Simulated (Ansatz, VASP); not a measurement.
# V: VASP beside Ansatz

INCAR

```
SYSTEM = V
  ALGO = Normal
  EDIFF = 1E-7
  ENCUT = 520
  GGA = PE
  ISIF = 2
  ISMEAR = -1
  ISPIN = 2
  LASPH = .True.
  LCHARG = .False.
  LMAXMIX = 4
  LORBIT = 11
  LREAL = .False.
  LWAVE = .False.
  MAGMOM = 0.5
  NBANDS = 16
  NELM = 150
  NUPDOWN = 0.5
  PREC = Accurate
  SIGMA = 0.05
```

File KPOINTS:

```
k-points
0
Gamma
  10 10 10
  0 0 0
```

POSCAR

```
V
1.0
   -0.0756486300      2.0481251500      1.8548618400
    1.9021292400      0.0263380700      1.7528751400
    1.8823854000      1.9263946100      0.0460819200
V
1
Direct
    0.0000000000      0.0000000000      0.0000000000
```

The input input.yaml:

```yaml
crystal:
  lattice:
    - [-0.07564863, 2.04812515, 1.85486184]
    - [1.90212924, 0.02633807, 1.75287514]
    - [1.8823854, 1.92639461, 0.04608192]
  atoms:
    - { symbol: V, position: [0.0, 0.0, 0.0], spin: 0.5 }
hamiltonian:
  xc: pbe
  pseudopotentials: { kind: paw }
magnetization:
  spin_polarized: true
  initial_magnetization: 0.5
  spin_locking: { lock_magnetization: hard }
kpoints:
  mp_grid: { grid: [10, 10, 10] }
scf:
  occupations: { method: fermi_dirac, width: 0.05 }
  lower_state_search: "off"
output:
  forces: true
  stress: true
  eigenvalues: true
```

Alike in both runs: task single point; functional PBE; k mesh 10 × 10 × 10; occupations fermi-dirac, width 0.05 eV; collinear spin; fixed moment 0.5 μB.

|  | VASP | Ansatz |
| --- | --- | --- |
| version | VASP 6.6.1 | Ansatz 0.2.0 |
| potentials or method | VASP PAW PBE potentials, release 64 (V_sv) | Ansatz PAW |
| plane-wave cutoff (eV) | 520 | 420 |
| valence electrons in the cell | 13 | 13 |

Ansatz gave:

* pressure (GPa): 4.3
* traceless stress, the component that is largest in VASP (GPa): -10.78
* net moment per atom (μB): 0.50
* size of the moment on the site where the two differ most (μB): 0.40

Estimate VASP's values.

pressure (GPa): 4.6; traceless stress, the component that is largest in VASP (GPa): -10.76; net moment per atom (μB): 0.50; size of the moment on the site where the two differ most (μB): 0.42.

Site moments also hang on the region over which each program counts them.
